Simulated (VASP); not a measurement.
Set up this calculation in VASP 6.6.1, as the native input.

```
Task                               : single point
Functional                         : PBE-based screened hybrid with 25 % exact exchange
Potentials or basis                : VASP PAW PBE potentials, release 64 (Ti_sv)
Cutoff                             : 520 eV
k mesh                             : 5 × 5 × 3
Occupations                        : fermi-dirac, width 0.05 eV
Spin                               : no spin polarisation
Dipole correction                  : no
Grid for exact exchange (PRECFOCK) : Normal
Share of exact exchange            : 0.25
Further INCAR settings             : ALGO = Normal; EDIFF = 1e-07; NBANDS = 19
Screening parameter                : 0.3 1/Å
```

Crystal: Ti.

```
CELL_PARAMETERS angstrom
2.95000 0.00000 0.00000
-1.47500 2.55477 0.00000
0.00000 0.00000 4.68000
ATOMIC_POSITIONS crystal
Ti 0.66667 0.33333 0.75000
Ti 0.33333 0.66667 0.25000
```

These files were run (other wordings do the same):

POSCAR

```
Ti
1.0
    2.9500000000      0.0000000000      0.0000000000
   -1.4750000000      2.5547749412      0.0000000000
    0.0000000000      0.0000000000      4.6800000000
Ti
2
Direct
    0.6666666667      0.3333333333      0.7500000000
    0.3333333333      0.6666666667      0.2500000000
```

INCAR.step1

```
SYSTEM = Ti
  ALGO = Normal
  EDIFF = 1E-5
  ENCUT = 520
  GGA = PE
  ISIF = 2
  ISMEAR = -1
  LASPH = .TRUE.
  LREAL = .FALSE.
  LWAVE = .TRUE.
  NBANDS = 19
  NELM = 100
  PREC = Accurate
  SIGMA = 0.05
```

INCAR.step2

```
SYSTEM = Ti
  AEXX = 0.25
  ALGO = Normal
  EDIFF = 1E-7
  ENCUT = 520
  GGA = PE
  HFSCREEN = 0.3
  ISIF = 2
  ISMEAR = -1
  ISTART = 1
  LASPH = .TRUE.
  LCHARG = .TRUE.
  LELF = .TRUE.
  LHFCALC = .TRUE.
  LREAL = .FALSE.
  LVHAR = .TRUE.
  LWAVE = .FALSE.
  NBANDS = 19
  NELM = 100
  PREC = Accurate
  PRECFOCK = Normal
  SIGMA = 0.05
```

KPOINTS

```
k-points
0
G
  5 5 3
  0 0 0
```

Potentials or basis: VASP PAW PBE potentials, release 64 (Ti_sv).

Command:

```sh
$ cat potpaw_PBE.64/Ti_sv/POTCAR > POTCAR
$ cp INCAR.step1 INCAR
$ mpirun -np 1 vasp_std > vasp.out
$ cp INCAR.step2 INCAR
$ mpirun -np 1 vasp_std > vasp.out
```

Results of the run:

```
Pressure               : -3.8 GPa
Band gap on the k mesh : zero (bands 12 and 13 overlap by 1.02 eV)
```

Caveat: the k points lie up to 0.49 Å⁻¹ apart, too coarse for converged energies and pressures of a metal; the PAW data sets were made with another functional, which shifts forces and pressure a little.

Run time: 29 min on 1 thread of Intel(R) Xeon(R) Platinum 8259CL CPU @ 2.50GHz (Skylake/Cascade Lake), on a shared host, peak memory 0.26 GiB.
